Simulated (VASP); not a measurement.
Input of a VASP 6.6.1 run:

INCAR

```
SYSTEM = BeS4
PREC = Accurate ; ENCUT = 600
EDIFF = 1E-6 ; ISMEAR = 0
SIGMA = 0.1 ; LREAL = .FALSE.
LASPH = .TRUE. ; NELM = 80
ALGO = Normal ; ISIF = 3
LWAVE = .FALSE. ; LCHARG = .FALSE.
GGA = PE ; IBRION = 2
NSW = 90 ; EDIFFG = -0.04
```

File KPOINTS:

```
regular mesh
0
G
  4 4 4
  0 0 0
```

File POSCAR:

```
BeS4
1.0
    4.8304685100      0.0000000000      0.0000000000
    0.0000000000      4.8304685100      0.0000000000
    0.0000000000      0.0000000000      6.7367318700
Be S
1 4
Direct
    0.5000000000      0.5000000000      0.2119313300
    0.1960558900      0.1960558900      0.8278028300
    0.8039441100      0.8039441100      0.8278028300
    0.8039441100      0.1960558900      0.8278028300
    0.1960558900      0.8039441100      0.8278028300
```

Potentials or basis: VASP PAW PBE potentials, release 64 (Be, S).

The run is started by

```sh
$ cat potpaw_PBE.64/Be/POTCAR potpaw_PBE.64/S/POTCAR > POTCAR
$ mpirun -np 1 vasp_std > vasp.out
```

Estimate the space group after relaxing (to 0.1 Å).

P4/mmm (No. 123).

Estimate the band gap on the k mesh.

zero (bands 13 and 14 overlap by 3.91 eV).

Forces in eV/Å, atoms in the order of the input:
```
Be   0.000  0.000  0.029
S   -0.015 -0.015 -0.007
S    0.015  0.015 -0.007
S    0.015 -0.015 -0.007
S   -0.015  0.015 -0.007
```
